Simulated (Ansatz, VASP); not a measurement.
Two plane-wave programs on Sr3Al2O

File INCAR:

```
SYSTEM = Sr3Al2O
ALGO = Normal ; EDIFF = 1E-6
ENCUT = 520 ; GGA = PE
ISIF = 2 ; ISMEAR = 0
LASPH = .True. ; LCHARG = .False.
LREAL = .False. ; LWAVE = .False.
NBANDS = 30 ; NELM = 60
PREC = Accurate ; SIGMA = 0.1
```

Contents of KPOINTS:

```
k-points
0
Gamma
  6 6 6
  0 0 0
```

The input POSCAR:

```
Sr3Al2O
1.0
    2.9288739900      1.6909861900      4.6117839800
   -2.9288739900      1.6909861900      4.6117839800
    0.0000000000     -3.3819723700      4.6117839800
Sr Al O
3 2 1
Direct
    0.0000000000      0.5000000000      0.0000000000
    0.5000000000      0.0000000000      0.0000000000
    0.0000000000      0.0000000000      0.5000000000
    0.6257190100      0.6257190100      0.6257190100
    0.3742809900      0.3742809900      0.3742809900
    0.0000000000      0.0000000000      0.0000000000
```

Input for Ansatz:

```yaml
crystal:
  lattice:
    - [2.92887399, 1.69098619, 4.61178398]
    - [-2.92887399, 1.69098619, 4.61178398]
    - [0.0, -3.38197237, 4.61178398]
  atoms:
    - { symbol: Sr, position: [0.0, 0.5, 0.0] }
    - { symbol: Sr, position: [0.5, 0.0, 0.0] }
    - { symbol: Sr, position: [0.0, 0.0, 0.5] }
    - { symbol: Al, position: [0.62571901, 0.62571901, 0.62571901] }
    - { symbol: Al, position: [0.37428099, 0.37428099, 0.37428099] }
    - { symbol: O, position: [0.0, 0.0, 0.0] }
basis:
  ecutwfc: 420
kpoints:
  mp_grid: { grid: [6, 6, 6] }
hamiltonian:
  xc: pbe
scf:
  occupations: { method: gaussian, width: 0.1 }
  lower_state_search: "off"
output:
  forces: true
  stress: true
  eigenvalues: true
```

Change from the starting cell: species swapped into the Tb2Al3Fe type (R-3m, No. 166).

Alike in both runs: task single point; functional PBE; k mesh 6 × 6 × 6; occupations gaussian, width 0.1 eV; no spin polarisation.

|  | VASP | Ansatz |
| --- | --- | --- |
| version | VASP 6.6.1 | Ansatz 0.2.0 |
| potentials or method | VASP PAW PBE potentials, release 64 (Sr_sv, Al, O), cutoff 520 eV | scalar-relativistic, plane waves, PAW |
| valence electrons in the cell | 42 | 42 |

|  | VASP | Ansatz | Ansatz less VASP |
| --- | --- | --- | --- |
| gap on the k mesh at the Fermi level (eV) | none | none | - |
| pressure (GPa) | 5.4 | 5.1 | -0.30 |
| traceless stress, the component that is largest in VASP (GPa) | -23.13 | -23.05 | +0.086 |
| rms of the force components (eV/Å) | 0.065 | 0.066 | +0.0013 |

Atom by atom the forces differ by 0.001 eV/Å (rms over components). A gap of «none» marks a metal or a gap that the smearing closes.
